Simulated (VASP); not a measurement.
# LiSc8 in VASP: single point with PBE

Aim: the single point of LiSc8 with PBE.

Everything below comes from runs of VASP 6.6.1. Logs are shortened: lines on timing, memory, paths and dates and some standing lists are left out, and cuts for length are marked.

**1. The cell of the first run**

The cell holds a slab with vacuum, 9 atoms: a = 6.639 Å, b = 5.163 Å, c = 19.113 Å, α = 90.00°, β = 90.00°, γ = 90.00°.

**2. Single point, PBE**

Input file INCAR:

```
PREC     = Accurate       # precision mode
ENCUT    = 520            # plane-wave cutoff, eV
EDIFF    = 1E-6           # SCF threshold, eV
ISMEAR   = 0              # smearing method
SIGMA    = 0.1            # smearing width, eV
LREAL    = False          # projectors in reciprocal space
LASPH    = True           # aspherical terms in the spheres
NELM     = 100            # most SCF steps
ALGO     = Normal         # electronic algorithm
ISIF     = 2              # what is computed and relaxed
LWAVE    = False          # write WAVECAR
LCHARG   = False          # write CHGCAR
LDIPOL   = True         
IDIPOL   = 3            
DIPOL    = 0.5 0.5 0.324
GGA      = PE             # functional
NBANDS   = 56             # bands
```

Input file KPOINTS:

```
Automatic mesh
0
Gamma
  4 5 1
```

Input file POSCAR:

```
LiSc8
1.0
    6.6389479791      0.0000000000      0.0000000000
    0.0000000000      5.1626219083      0.0000000000
    0.0000000000      0.0000000000     19.1132872497
Sc Li
8 1
Direct
    0.0000000000      0.7500000000      0.2092784955
    0.5000000000      0.7500000000      0.2092784955
    0.2500000000      0.2500000000      0.2594137541
    0.7500000000      0.2500000000      0.2594137541
    0.2500000000      0.7500000000      0.3452852846
    0.7500000000      0.7500000000      0.3452852846
    0.0000000000      0.2500000000      0.3983243254
    0.5000000000      0.2500000000      0.3983243254
    0.2500000000      0.7500000000      0.4958429562
```

Potentials or basis: VASP PAW PBE potentials, release 64 (Sc_sv, Li_sv).

Command:

```bash
cat potpaw_PBE.64/Sc_sv/POTCAR potpaw_PBE.64/Li_sv/POTCAR > POTCAR
mpirun -np 1 vasp_std > vasp.out
```

OUTCAR:

```text
PREC = Accurate
   ENCUT = 520
   EDIFF = 1E-6
   ISMEAR = 0
   LREAL = False
   LASPH = True
   NELM = 100
   ISIF = 2
   GGA = PE

 ion  position               nearest neighbor table
   1  0.000  0.750  0.209-   5 3.08   6 3.08   3 3.21   4 3.21   3 3.21   4 3.21   2 3.32   2 3.32

   2  0.500  0.750  0.209-   5 3.08   6 3.08   3 3.21   4 3.21   3 3.21   4 3.21   1 3.32   1 3.32

   3  0.250  0.250  0.259-   5 3.06   5 3.06   8 3.13   7 3.13   1 3.21   1 3.21   2 3.21   2 3.21
                             4 3.32   4 3.32
   4  0.750  0.250  0.259-   6 3.06   6 3.06   8 3.13   7 3.13   1 3.21   1 3.21   2 3.21   2 3.21
                             3 3.32   3 3.32
   5  0.250  0.750  0.345-   9 2.88   3 3.06   3 3.06   2 3.08   1 3.08   7 3.23   8 3.23   7 3.23
                             8 3.23   6 3.32   6 3.32
   6  0.750  0.750  0.345-   4 3.06   4 3.06   1 3.08   2 3.08   8 3.23   7 3.23   7 3.23   8 3.23
                             5 3.32   5 3.32
   7  0.000  0.250  0.398-   3 3.13   4 3.13   5 3.23   6 3.23   5 3.23   6 3.23   8 3.32   8 3.32

   8  0.500  0.250  0.398-   3 3.13   4 3.13   5 3.23   6 3.23   5 3.23   6 3.23   7 3.32   7 3.32

   9  0.250  0.750  0.496-   5 2.88

  LATTYP: Found a simple orthorhombic cell.
 ALAT       =     5.1626219083
 B/A-ratio  =     1.2859643989
 C/A-ratio  =     3.7022442451

  Lattice vectors:

 A1 = (   0.0000000000,  -5.1626219083,   0.0000000000)
 A2 = (   6.6389479791,   0.0000000000,   0.0000000000)
 A3 = (   0.0000000000,   0.0000000000,  19.1132872497)

Analysis of symmetry for initial positions (statically):
=====================================================================
 Subroutine PRICEL returns:
 Original cell was already a primitive cell.

 Routine SETGRP: Setting up the symmetry group for a
 simple orthorhombic supercell.

 Subroutine GETGRP returns: Found  4 space group operations
 (whereof  1 operations were pure point group operations)
 out of a pool of  8 trial point group operations.

The static configuration has the point symmetry C_1 .
 The point group associated with its full space group is C_2v.

Analysis of symmetry for dynamics (positions and initial velocities):
=====================================================================
 Subroutine PRICEL returns:
 Original cell was already a primitive cell.

 Routine SETGRP: Setting up the symmetry group for a
 simple orthorhombic supercell.

 Subroutine GETGRP returns: Found  4 space group operations
 (whereof  1 operations were pure point group operations)
 out of a pool of  8 trial point group operations.

The dynamic configuration has the point symmetry C_1 .
 The point group associated with its full space group is C_2v.

 Subroutine INISYM returns: Found  4 space group operations
 (whereof  1 operations are pure point group operations),
 and found     1 'primitive' translations

----------------------------------------------------------------------------------------

                                     Primitive cell

  volume of cell :     655.0960

  direct lattice vectors                    reciprocal lattice vectors
     6.638947979  0.000000000  0.000000000     0.150626274  0.000000000  0.000000000
     0.000000000  5.162621908  0.000000000     0.000000000  0.193700026  0.000000000
     0.000000000  0.000000000 19.113287250     0.000000000  0.000000000  0.052319624

  length of vectors
     6.638947979  5.162621908 19.113287250     0.150626274  0.193700026  0.052319624

  position of ions in fractional coordinates (direct lattice)
     0.000000000  0.750000000  0.209278496
     0.500000000  0.750000000  0.209278496
     0.250000000  0.250000000  0.259413754
     0.750000000  0.250000000  0.259413754
     0.250000000  0.750000000  0.345285285
     0.750000000  0.750000000  0.345285285
     0.000000000  0.250000000  0.398324325
     0.500000000  0.250000000  0.398324325
     0.250000000  0.750000000  0.495842956

  ion indices of the primitive-cell ions
   primitive index   ion index
                 1           1
                 2           2
                 3           3
                 4           4
                 5           5
                 6           6
                 7           7
                 8           8
                 9           9

----------------------------------------------------------------------------------------

 KPOINTS: Automatic mesh

Automatic generation of k-mesh.
 Grid dimensions read from file:
 generate k-points for:    4    5    1

 Generating k-lattice:

  Cartesian coordinates                     Fractional coordinates (reciprocal lattice)
     0.037656569  0.000000000  0.000000000     0.250000000  0.000000000  0.000000000
     0.000000000  0.038740005  0.000000000     0.000000000  0.200000000  0.000000000
     0.000000000  0.000000000  0.052319624     0.000000000  0.000000000  1.000000000

  Length of vectors
     0.037656569  0.038740005  0.052319624

  Shift w.r.t. Gamma in fractional coordinates (k-lattice)
     0.000000000  0.000000000  0.000000000

 Subroutine IBZKPT returns following result:
 ===========================================

 Found      9 irreducible k-points:

 Following reciprocal coordinates:
            Coordinates               Weight
  0.000000  0.000000  0.000000      1.000000
  0.250000  0.000000  0.000000      2.000000
  0.500000  0.000000  0.000000      1.000000
  0.000000  0.200000  0.000000      2.000000
  0.250000  0.200000  0.000000      4.000000
  0.500000  0.200000  0.000000      2.000000
  0.000000  0.400000  0.000000      2.000000
  0.250000  0.400000  0.000000      4.000000
  0.500000  0.400000  0.000000      2.000000
   k-points           NKPTS =      9   k-points in BZ     NKDIM =      9   number of bands    NBANDS=     56
   number of dos      NEDOS =    301   number of ions     NIONS =      9
   total plane-waves  NPLWV = 288000
   dimension x,y,z NGX =    50 NGY =   40 NGZ =  144
   dimension x,y,z NGXF=   100 NGYF=   80 NGZF=  288
   ions per type =               8   1
   NGX,Y,Z   is equivalent  to a cutoff of  12.52, 12.88, 12.53 a.u.
   NGXF,Y,Z  is equivalent  to a cutoff of  25.04, 25.76, 25.05 a.u.
 SYSTEM =  unknown system
   PREC   = accura    normal or accurate (medium, high low for compatibility)
   ISTART =      0    job   : 0-new  1-cont  2-samecut
   ICHARG =      2    charge: 1-file 2-atom 10-const
   ISPIN  =      1    spin polarized calculation?
   LNONCOLLINEAR =      F non collinear calculations
   LSORBIT =      F    spin-orbit coupling
   LASPH  =      T    aspherical Exc in radial PAW
   ENCUT  =  520.0 eV  38.22 Ry    6.18 a.u.  12.34  9.60 35.54*2*pi/ulx,y,z
   NELM   =    100;   NELMIN=  2; NELMDL= -5     # of ELM steps
   EDIFF  = 0.1E-05   stopping-criterion for ELM
   LREAL  =      F    real-space projection
   EDIFFG = 0.1E-04   stopping-criterion for IOM
   NSW    =      0    number of steps for IOM
   IBRION =     -1    ionic relax: 0-MD 1-quasi-New 2-CG
   NFREE  =      0    steps in history (QN), initial steepest desc. (CG)
   ISIF   =      2    stress and relaxation
   ISYM   =      2    0-nonsym 1-usesym 2-fastsym
   POTIM  = 0.5000    time-step for ionic-motion
   TEBEG  =    0.0;   TEEND  =   0.0 temperature during run
   PSTRESS=    0.0 pullay stress
   NELECT =      91.0000    total number of electrons
   NUPDOWN=      -1.0000    fix difference up-down
   EMIN   =  10.00;   EMAX   =-10.00  energy-range for DOS
   EFERMI =   0.00;   METHOD = LEGACY
   ISMEAR =     0;   SIGMA  =   0.10  broadening in eV -4-tet -1-fermi 0-gaus
   EFERMI_NEDOS =   21; number of points for ismear=-14 and -15
   IALGO  =     38    algorithm
   IMIX   =      4    mixing-type and parameters
     AMIX     =   0.40;   BMIX     =  1.00
     AMIX_MAG =   1.60;   BMIX_MAG =  1.00
  volume/ion in A,a.u.               =      72.79       491.20
  Fermi-wavevector in a.u.,A,eV,Ry     =   0.847852  1.602209  9.780601  0.718854
  Thomas-Fermi vector in A             =   1.963424
   LORBIT       =      0    0 simple, 1 ext, 2 COOP (PROOUT), +10 PAW based schemes
   GGA     = PE    functional components
   LHFCALC =     F    Hartree Fock is set to
   AEXX    =    0.0000 exact exchange contribution
   IVDW    =     0    specifies the selected vdW correction
   LEPSILON=     F    determine dielectric tensor
   LRPA    =     F    only Hartree local field effects (RPA)
 non-spin polarized calculation
 Gauss-broadening in eV      SIGMA  =   0.10
  energy-cutoff  :      520.00
  volume of cell :      655.10
 maximum number of plane-waves:     17709
 NGX is ok and might be reduce to    50
   NGX = 25   NGY = 19   NGZ = 71

 dipolmoment           0.000000      0.000000      0.129355 electrons x Angstroem

 number of electron      90.9999991 magnetization

 dipolmoment           0.000000      0.000000     -0.135378 electrons x Angstroem

 Free energy of the ion-electron system (eV)
  ---------------------------------------------------
  ext. energy  EPLUGINS =         0.00000000
  ---------------------------------------------------
  free energy    TOTEN  =       -47.40929488 eV

  energy without entropy =      -47.35954590  energy(sigma->0) =      -47.38442039

 E-fermi :  -0.7923     XC(G=0):  -4.2080

 val. band max:       -0.8248823207   @ k =   0.2500   0.2000   0.0000
 cond. band min:      -0.7761532164   @ k =   0.0000   0.4000   0.0000
 fundamental gap:      0.0487291043
 Fermi energy:        -0.7922721929

 k-point     1 :       0.0000    0.0000    0.0000
  band No.  band energies     occupation
      1     -50.6384      2.00000
      2     -50.6238      2.00000
      3     -50.6210      2.00000
      4     -50.6061      2.00000
      5     -50.1932      2.00000
      6     -50.1650      2.00000
[... 520 lines left out ...]
     55       0.0768      0.00000
     56       0.1888      0.00000

------------------------ aborting loop because EDIFF is reached ----------------------------------------

 vacuum level on the upper side and lower side of the slab       (xc-potential included)        -0.588         0.129

  FORCE on cell =-STRESS in cart. coord.  units (eV):
  Direction    XX          YY          ZZ          XY          YZ          ZX
  --------------------------------------------------------------------------------------
  -------------------------------------------------------------------------------------
  Total       -1.0159521     -3.3046412      0.8832538      0.0000000      0.0000000      0.0000000
  in kB       -2.4847278     -8.0822061      2.1601859      0.0000000      0.0000000      0.0000000
  external PRESSURE =      -2.8022493 kB  Pullay stress =       0.0000000 kB

 VOLUME and BASIS-vectors are now :
 -----------------------------------------------------------------------------
  energy-cutoff  :      520.00
  volume of cell :      655.10
      direct lattice vectors                 reciprocal lattice vectors
     6.638947979  0.000000000  0.000000000     0.150626274  0.000000000  0.000000000
     0.000000000  5.162621908  0.000000000     0.000000000  0.193700026  0.000000000
     0.000000000  0.000000000 19.113287250     0.000000000  0.000000000  0.052319624

 POSITION                                       TOTAL-FORCE (eV/Angst)
 -----------------------------------------------------------------------------------
      0.00000      3.87197      4.00000        -0.030955      0.000000     -0.241495
      3.31947      3.87197      4.00000         0.030955     -0.000000     -0.241495
      1.65974      1.29066      4.95825         0.000000     -0.000000      0.114504
      4.97921      1.29066      4.95825         0.000000     -0.000000      0.190900
      1.65974      3.87197      6.59954         0.000000     -0.000000     -0.215055
      4.97921      3.87197      6.59954         0.000000     -0.000000      0.152989
      0.00000      1.29066      7.61329         0.324453     -0.000000      0.124122
      3.31947      1.29066      7.61329        -0.324453     -0.000000      0.124122
      1.65974      3.87197      9.47719         0.000000     -0.000000     -0.008593
 -----------------------------------------------------------------------------------
    total drift:                               -0.000000     -0.000000     -0.000424

  FREE ENERGIE OF THE ION-ELECTRON SYSTEM (eV)
  ---------------------------------------------------
  free  energy   TOTEN  =       -47.4092948782 eV

  energy  without entropy=      -47.3595458984  energy(sigma->0) =      -47.38442039

 vacuum level on the upper side and lower side of the slab         1.660         2.399
```

Run time: 21 min. Hardware: 1 thread of Intel Xeon 8259CL, shared host; peak memory 0.71 GiB.

Results:

- Free energy: -47.4093 eV
- Largest force: 0.347 eV/Å
- Band gap on the k mesh: zero (an odd number of electrons rules out a gap without spin polarisation)

Forces on the atoms (eV/Å):
```
Sc  -0.031  0.000 -0.241
Sc   0.031  0.000 -0.241
Sc   0.000  0.000  0.115
Sc   0.000  0.000  0.191
Sc   0.000  0.000 -0.215
Sc   0.000  0.000  0.153
Sc   0.324  0.000  0.124
Sc  -0.324  0.000  0.124
Li   0.000  0.000 -0.009
```

Caveat: the cutoff is under 1.25 times the usual one of these potentials, so pressure, stress and relaxed cells hold a basis-set (Pulay) error.

The gap in the log of VASP goes by the Fermi energy; the results here count the filled bands.